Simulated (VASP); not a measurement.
CdS, 2 atoms in the cell. Symmetry: Fm-3m, No. 225, cubic system. Conventional cell: a = 5.432 Å, b = 5.432 Å, c = 5.432 Å, α = 90.00°, β = 90.00°, γ = 90.00°. Cd (site symmetry m-3m) has 6 S at 2.72 Å within 3.6 Å. Within 3.6 Å of S (site symmetry m-3m) lie 6 Cd at 2.72 Å. 

```yaml
Program: VASP 6.6.1
Task: single point
Functional: r2SCAN
Dispersion: D4
Potentials_or_basis: VASP PAW PBE potentials, release 64 (Cd, S)
Cutoff: 520 eV
k_mesh: 6 × 6 × 6
Occupations: fermi-dirac, width 0.01 eV
Spin: no spin polarisation
Dipole_correction: no
Further_INCAR_settings: ALGO = Normal; EDIFF = 1e-07; NBANDS = 16
```

Potentials or basis: VASP PAW PBE potentials, release 64 (Cd, S).

Command:

```console
$ cat potpaw_PBE.64/Cd/POTCAR potpaw_PBE.64/S/POTCAR > POTCAR
$ cp INCAR.step1 INCAR
$ mpirun -np 1 vasp_std > vasp.out
$ cp INCAR.step2 INCAR
$ mpirun -np 1 vasp_std > vasp.out
```

Hardware: 1 thread of Intel(R) Xeon(R) Platinum 8259CL CPU @ 2.50GHz (Skylake/Cascade Lake), with other jobs on the host.

Problem. Estimate the wall time of this run.

Solution. Run time: 66 s on 1 thread of Intel(R) Xeon(R) Platinum 8259CL CPU @ 2.50GHz (Skylake/Cascade Lake), on a shared host, peak memory 0.17 GiB. Counts: k points 16.
